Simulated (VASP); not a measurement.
# SnO2 (I4_1/amd) in VASP: further runs

SnO2 is run at these levels: PBEsol; tasks: single point.

Everything below comes from runs of VASP 6.6.1. Logs are shortened: lines on timing, memory, paths and dates and some standing lists are left out, and cuts for length are marked.

## (1) The cell of the first run

The structure is tetragonal, space group I4_1/amd (No. 141). The conventional cell has a = 4.299 Å, b = 4.299 Å, c = 10.345 Å, α = 90.00°, β = 90.00°, γ = 90.00°. Sn (site symmetry -4m2) has 6 O at 2.07 to 2.21 Å within 2.7 Å. Within 2.7 Å of O (site symmetry 2mm) lie 3 Sn at 2.07 to 2.21 Å and 2 O at 2.65 Å.

## (2) Single point, PBEsol (volume 15.934 Å^3 an atom, c/a of the conventional cell 2.4061)

Contents of INCAR:

```
  PREC = Accurate
  ENCUT = 520
  EDIFF = 1E-6
  ISMEAR = 0
  SIGMA = 0.05
  LREAL = F
  LASPH = T
  NELM = 100
  ALGO = Normal
  ISIF = 2
  LWAVE = F
  LCHARG = F
  GGA = PS
  NBANDS = 35
```

Contents of KPOINTS:

```
Automatic mesh
0
Gamma
  10 10 10
```

Contents of POSCAR:

```
SnO2
1.0
   -2.1496485705      2.1496485705      5.1722694255
    2.1496485705     -2.1496485705      5.1722694255
    2.1496485705      2.1496485705     -5.1722694255
Sn O
2 4
Direct
    0.7500000000      0.2500000000      0.5000000000
    0.0000000000      0.0000000000      0.0000000000
    0.8002400529      0.8002400529      0.0000000000
    0.9497599471      0.4497599471      0.5000000000
    0.1997599471      0.1997599471      0.0000000000
    0.5502400529      0.0502400529      0.5000000000
```

Potentials or basis: VASP PAW PBE potentials, release 64 (Sn_d, O).

Run with:

```bash
$ cat potpaw_PBE.64/Sn_d/POTCAR potpaw_PBE.64/O/POTCAR > POTCAR
$ mpirun -np 1 vasp_std > vasp.out
```

OUTCAR:

```text
PREC = Accurate
   ENCUT = 520
   EDIFF = 1E-6
   ISMEAR = 0
   LREAL = F
   LASPH = T
   NELM = 100
   ISIF = 2
   GGA = PS

 ion  position               nearest neighbor table
   1  0.750  0.250  0.500-   4 2.07   6 2.07   5 2.21   3 2.21   3 2.21   5 2.21   2 3.36   2 3.36
                             2 3.36   2 3.36
   2  0.000  0.000  0.000-   3 2.07   5 2.07   4 2.21   6 2.21   6 2.21   4 2.21   1 3.36   1 3.36
                             1 3.36   1 3.36
   3  0.800  0.800  0.000-   2 2.07   1 2.21   1 2.21
   4  0.950  0.450  0.500-   1 2.07   2 2.21   2 2.21
   5  0.200  0.200  0.000-   2 2.07   1 2.21   1 2.21
   6  0.550  0.050  0.500-   1 2.07   2 2.21   2 2.21

  LATTYP: Found a body centered tetragonal cell.
 ALAT       =     4.2992971410
 C/A-ratio  =     2.4061000000

  Lattice vectors:

 A1 = (  -2.1496485705,   2.1496485705,   5.1722694255)
 A2 = (   2.1496485705,  -2.1496485705,   5.1722694255)
 A3 = (   2.1496485705,   2.1496485705,  -5.1722694255)

Analysis of symmetry for initial positions (statically):
=====================================================================
 Subroutine PRICEL returns:
 Original cell was already a primitive cell.

 Routine SETGRP: Setting up the symmetry group for a
 body centered tetragonal supercell.

 Subroutine GETGRP returns: Found 16 space group operations
 (whereof  8 operations were pure point group operations)
 out of a pool of 16 trial point group operations.

The static configuration has the point symmetry D_2d.
 The point group associated with its full space group is D_4h.

Analysis of symmetry for dynamics (positions and initial velocities):
=====================================================================
 Subroutine PRICEL returns:
 Original cell was already a primitive cell.

 Routine SETGRP: Setting up the symmetry group for a
 body centered tetragonal supercell.

 Subroutine GETGRP returns: Found 16 space group operations
 (whereof  8 operations were pure point group operations)
 out of a pool of 16 trial point group operations.

The dynamic configuration has the point symmetry D_2d.
 The point group associated with its full space group is D_4h.

 Subroutine INISYM returns: Found 16 space group operations
 (whereof  8 operations are pure point group operations),
 and found     1 'primitive' translations

----------------------------------------------------------------------------------------

                                     Primitive cell

  volume of cell :      95.6040

  direct lattice vectors                    reciprocal lattice vectors
    -2.149648571  2.149648571  5.172269425     0.000000000  0.232596159  0.096669365
     2.149648571 -2.149648571  5.172269425     0.232596159  0.000000000  0.096669365
     2.149648571  2.149648571 -5.172269425     0.232596159  0.232596159  0.000000000

  length of vectors
     5.999529062  5.999529062  5.999529062     0.251884774  0.251884774  0.328940642

  position of ions in fractional coordinates (direct lattice)
     0.750000000  0.250000000  0.500000000
     0.000000000  0.000000000  0.000000000
     0.800240053  0.800240053  0.000000000
     0.949759947  0.449759947  0.500000000
     0.199759947  0.199759947  0.000000000
     0.550240053  0.050240053  0.500000000

  ion indices of the primitive-cell ions
   primitive index   ion index
                 1           1
                 2           2
                 3           3
                 4           4
                 5           5
                 6           6

----------------------------------------------------------------------------------------

 KPOINTS: Automatic mesh

Automatic generation of k-mesh.
 Grid dimensions read from file:
 generate k-points for:   10   10   10

 Generating k-lattice:

  Cartesian coordinates                     Fractional coordinates (reciprocal lattice)
     0.000000000  0.023259616  0.009666936     0.100000000  0.000000000 -0.000000000
     0.023259616  0.000000000  0.009666936     0.000000000  0.100000000 -0.000000000
     0.023259616  0.023259616  0.000000000     0.000000000  0.000000000  0.100000000

  Length of vectors
     0.025188477  0.025188477  0.032894064

  Shift w.r.t. Gamma in fractional coordinates (k-lattice)
     0.000000000  0.000000000  0.000000000

 Subroutine IBZKPT returns following result:
 ===========================================

 Found    102 irreducible k-points:

 Following reciprocal coordinates:
            Coordinates               Weight
  0.000000  0.000000  0.000000      1.000000
  0.100000  0.000000 -0.000000      8.000000
  0.200000  0.000000 -0.000000      8.000000
  0.300000  0.000000  0.000000      8.000000
  0.400000  0.000000 -0.000000      8.000000
  0.500000 -0.000000  0.000000      4.000000
[... 16 lines left out ...]
  0.300000  0.300000  0.000000      8.000000
  0.400000  0.300000 -0.000000     16.000000
 [... further k-points ...]
   k-points           NKPTS =    102   k-points in BZ     NKDIM =    102   number of bands    NBANDS=     35
   number of dos      NEDOS =    301   number of ions     NIONS =      6
   total plane-waves  NPLWV = 110592
   dimension x,y,z NGX =    48 NGY =   48 NGZ =   48
   dimension x,y,z NGXF=    96 NGYF=   96 NGZF=   96
   ions per type =               2   4
   NGX,Y,Z   is equivalent  to a cutoff of  13.30, 13.30, 13.30 a.u.
   NGXF,Y,Z  is equivalent  to a cutoff of  26.60, 26.60, 26.60 a.u.
 SYSTEM =  unknown system
   PREC   = accura    normal or accurate (medium, high low for compatibility)
   ISTART =      0    job   : 0-new  1-cont  2-samecut
   ICHARG =      2    charge: 1-file 2-atom 10-const
   ISPIN  =      1    spin polarized calculation?
   LNONCOLLINEAR =      F non collinear calculations
   LSORBIT =      F    spin-orbit coupling
   LASPH  =      T    aspherical Exc in radial PAW
   ENCUT  =  520.0 eV  38.22 Ry    6.18 a.u.  11.16 11.16 11.16*2*pi/ulx,y,z
   NELM   =    100;   NELMIN=  2; NELMDL= -5     # of ELM steps
   EDIFF  = 0.1E-05   stopping-criterion for ELM
   LREAL  =      F    real-space projection
   EDIFFG = 0.1E-04   stopping-criterion for IOM
   NSW    =      0    number of steps for IOM
   IBRION =     -1    ionic relax: 0-MD 1-quasi-New 2-CG
   NFREE  =      0    steps in history (QN), initial steepest desc. (CG)
   ISIF   =      2    stress and relaxation
   ISYM   =      2    0-nonsym 1-usesym 2-fastsym
   POTIM  = 0.5000    time-step for ionic-motion
   TEBEG  =    0.0;   TEEND  =   0.0 temperature during run
   PSTRESS=    0.0 pullay stress
   NELECT =      52.0000    total number of electrons
   NUPDOWN=      -1.0000    fix difference up-down
   EMIN   =  10.00;   EMAX   =-10.00  energy-range for DOS
   EFERMI =   0.00;   METHOD = LEGACY
   ISMEAR =     0;   SIGMA  =   0.05  broadening in eV -4-tet -1-fermi 0-gaus
   EFERMI_NEDOS =   21; number of points for ismear=-14 and -15
   IALGO  =     38    algorithm
   IMIX   =      4    mixing-type and parameters
     AMIX     =   0.40;   BMIX     =  1.00
     AMIX_MAG =   1.60;   BMIX_MAG =  1.00
  volume/ion in A,a.u.               =      15.93       107.53
  Fermi-wavevector in a.u.,A,eV,Ry     =   1.336341  2.525318 24.297379  1.785807
  Thomas-Fermi vector in A             =   2.464975
   LORBIT       =      0    0 simple, 1 ext, 2 COOP (PROOUT), +10 PAW based schemes
   GGA     = PS    functional components
   LHFCALC =     F    Hartree Fock is set to
   AEXX    =    0.0000 exact exchange contribution
   IVDW    =     0    specifies the selected vdW correction
   LEPSILON=     F    determine dielectric tensor
   LRPA    =     F    only Hartree local field effects (RPA)
 non-spin polarized calculation
 Gauss-broadening in eV      SIGMA  =   0.05
  energy-cutoff  :      520.00
  volume of cell :       95.60
 maximum number of plane-waves:      2604
 NGX is ok and might be reduce to    48
   NGX = 23   NGY = 23   NGZ = 23

 number of electron      52.0000006 magnetization

 Free energy of the ion-electron system (eV)
  ---------------------------------------------------
  ext. energy  EPLUGINS =         0.00000000
  ---------------------------------------------------
  free energy    TOTEN  =       -38.48002140 eV

  energy without entropy =      -38.48002140  energy(sigma->0) =      -38.48002140

 E-fermi :   2.7039     XC(G=0):  -9.7432

 val. band max:        2.3942813880   @ k =   0.5000   0.3000   0.1000
 cond. band min:       3.1017734696   @ k =   0.0000   0.0000   0.0000
 fundamental gap:      0.7074920816
 Fermi energy:         2.7039010369

 k-point     1 :       0.0000    0.0000    0.0000
  band No.  band energies     occupation
      1     -17.9289      2.00000
      2     -17.7324      2.00000
      3     -17.6607      2.00000
      4     -17.5196      2.00000
      5     -17.3486      2.00000
      6     -17.3486      2.00000
[... 27 lines left out ...]
     34      12.8308      0.00000
     35      12.8308      0.00000

 k-point     2 :       0.1000    0.0000   -0.0000
  band No.  band energies     occupation
      1     -17.9291      2.00000
      2     -17.7134      2.00000
      3     -17.6675      2.00000
      4     -17.5099      2.00000
      5     -17.3513      2.00000
      6     -17.3466      2.00000
[... 27 lines left out ...]
     34      12.6770      0.00000
     35      12.7218      0.00000

 k-point     3 :       0.2000    0.0000   -0.0000
  band No.  band energies     occupation
      1     -17.9277      2.00000
      2     -17.6911      2.00000
      3     -17.6561      2.00000
      4     -17.4867      2.00000
      5     -17.3567      2.00000
      6     -17.3409      2.00000
[... 27 lines left out ...]
     34      12.4839      0.00000
     35      12.9138      0.00000
[... 723 lines left out ...]
 k-point    23 :       0.3000    0.3000    0.0000
  band No.  band energies     occupation
      1     -17.8625      2.00000
      2     -17.7605      2.00000
      3     -17.4901      2.00000
      4     -17.4132      2.00000
      5     -17.3547      2.00000
      6     -17.3371      2.00000
[... 27 lines left out ...]
     34      12.7419      0.00000
     35      13.8854      0.00000

 k-point    24 :       0.4000    0.3000   -0.0000
  band No.  band energies     occupation
      1     -17.8333      2.00000
      2     -17.7495      2.00000
      3     -17.4713      2.00000
      4     -17.4189      2.00000
      5     -17.3496      2.00000
      6     -17.3383      2.00000
[... 27 lines left out ...]
     34      12.9597      0.00000
     35      13.9896      0.00000

 [... further k-points ...]
[... 5 lines left out ...]
  --------------------------------------------------------------------------------------
  -------------------------------------------------------------------------------------
  Total       -9.3981322     -9.3981322     -6.6745556      0.0000000     -0.0000000      0.0000000
  in kB     -157.4983726   -157.4983726   -111.8553785      0.0000000     -0.0000000      0.0000000
  external PRESSURE =    -142.2840412 kB  Pullay stress =       0.0000000 kB

 VOLUME and BASIS-vectors are now :
 -----------------------------------------------------------------------------
  energy-cutoff  :      520.00
  volume of cell :       95.60
      direct lattice vectors                 reciprocal lattice vectors
    -2.149648571  2.149648571  5.172269425     0.000000000  0.232596159  0.096669365
     2.149648571 -2.149648571  5.172269425     0.232596159  0.000000000  0.096669365
     2.149648571  2.149648571 -5.172269425     0.232596159  0.232596159  0.000000000

 POSITION                                       TOTAL-FORCE (eV/Angst)
 -----------------------------------------------------------------------------------
      0.00000      2.14965      2.58613         0.000000      0.000000     -0.000000
      0.00000      0.00000      0.00000         0.000000      0.000000     -0.000000
      0.00000      0.00000      8.27811         0.000000     -0.000000     -0.047347
      0.00000      2.14965      4.65256        -0.000000      0.000000      0.047347
      0.00000      0.00000      2.06642         0.000000     -0.000000      0.047347
      0.00000      2.14965      0.51971        -0.000000      0.000000     -0.047347
 -----------------------------------------------------------------------------------
    total drift:                               -0.000000     -0.000000      0.000000

  FREE ENERGIE OF THE ION-ELECTRON SYSTEM (eV)
  ---------------------------------------------------
  free  energy   TOTEN  =       -38.4800214038 eV

  energy  without entropy=      -38.4800214038  energy(sigma->0) =      -38.48002140
```

It took 4.5 min on 1 thread of Intel Xeon 6975P-C (Granite Rapids), shared host; peak memory 0.49 GiB.

Results:

| Property | Result |
| --- | --- |
| Free energy | -38.4800 eV |
| Pressure | -14.2 GPa |
| Largest force | 0.047 eV/Å |
| Band gap on the k mesh | 0.71 eV, indirect (least direct gap 0.93 eV) |

Forces on the atoms (eV/Å):
```
Sn   0.000  0.000  0.000
Sn   0.000  0.000  0.000
O    0.000  0.000 -0.047
O    0.000  0.000  0.047
O    0.000  0.000  0.047
O    0.000  0.000 -0.047
```

Stress tensor (GPa, compression positive):
```
-15.75   0.00   0.00
  0.00 -15.75   0.00
  0.00   0.00 -11.19
```

Caveat: the PAW data sets were made with another functional, which shifts forces and pressure a little; spin-orbit coupling is left out, which moves the levels of the heavy elements.

## (3) Single point, PBEsol (volume 14.836 Å^3 an atom, c/a of the conventional cell 2.4061)

Contents of INCAR:

```
PREC = Accurate ; ENCUT = 520
EDIFF = 1E-6 ; ISMEAR = 0
SIGMA = 0.05 ; LREAL = False
LASPH = True ; NELM = 80
ALGO = Normal ; ISIF = 2
LWAVE = False ; LCHARG = True
GGA = PS ; LELF = True
LVHAR = True ; NBANDS = 35
```

KPOINTS is that of step 2.

Contents of POSCAR:

```
SnO2
1.0
   -2.0990919842      2.0990919842      5.0506252233
    2.0990919842     -2.0990919842      5.0506252233
    2.0990919842      2.0990919842     -5.0506252233
Sn O
2 4
Direct
    0.7500000000      0.2500000000      0.5000000000
    0.0000000000      0.0000000000      0.0000000000
    0.7963742940      0.7963742940      0.0000000000
    0.9536257060      0.4536257060      0.5000000000
    0.2036257060      0.2036257060      0.0000000000
    0.5463742940      0.0463742940      0.5000000000
```

Potentials or basis: VASP PAW PBE potentials, release 64 (Sn_d, O).

Run with:

```bash
$ cat potpaw_PBE.64/Sn_d/POTCAR potpaw_PBE.64/O/POTCAR > POTCAR
$ mpirun -np 1 vasp_std > vasp.out
```

It took 8.9 min on 1 thread of Oxide Virtual Turin-like, shared host; peak memory 0.44 GiB.

The run converged. Its results:

```
Free energy            : -38.9631 eV
Pressure               : -8.9 GPa
Largest force          : 0.043 eV/Å
Band gap on the k mesh : 1.09 eV, indirect (least direct gap 1.42 eV)
```

Forces on the atoms (eV/Å):
```
Sn   0.000  0.000  0.000
Sn   0.000  0.000  0.000
O    0.000  0.000 -0.043
O    0.000  0.000  0.043
O    0.000  0.000  0.043
O    0.000  0.000 -0.043
```

Stress tensor (GPa, compression positive):
```
-10.97   0.00   0.00
  0.00 -10.97   0.00
  0.00   0.00  -4.62
```

Levels at points of the mesh, in eV from the valence-band top:
| k point | band 22 | band 23 | band 24 | band 25 | band 26 | band 27 | band 28 | band 29 | band 30 | band 31 |
| --- | --- | --- | --- | --- | --- | --- | --- | --- | --- | --- |
| (0.00, 0.00, 0.00) | -1.24 | -0.58 | -0.58 | -0.33 | -0.33 | 1.09 | 4.93 | 9.14 | 9.79 | 10.08 |
| (0.50, 0.00, 0.00) | -0.96 | -0.70 | -0.68 | -0.51 | -0.43 | 4.14 | 5.50 | 7.42 | 7.81 | 9.64 |
| (0.50, 0.50, 0.00) | -1.05 | -0.70 | -0.70 | -0.07 | -0.07 | 6.31 | 6.31 | 6.96 | 6.96 | 7.83 |
| (0.50, 0.50, 0.50) | -2.37 | -0.92 | -0.92 | -0.24 | -0.24 | 3.65 | 3.65 | 7.61 | 7.61 | 10.86 |

Caveat: the PAW data sets were made with another functional, which shifts forces and pressure a little; spin-orbit coupling is left out, which moves the levels of the heavy elements. A k mesh can miss the band edges.
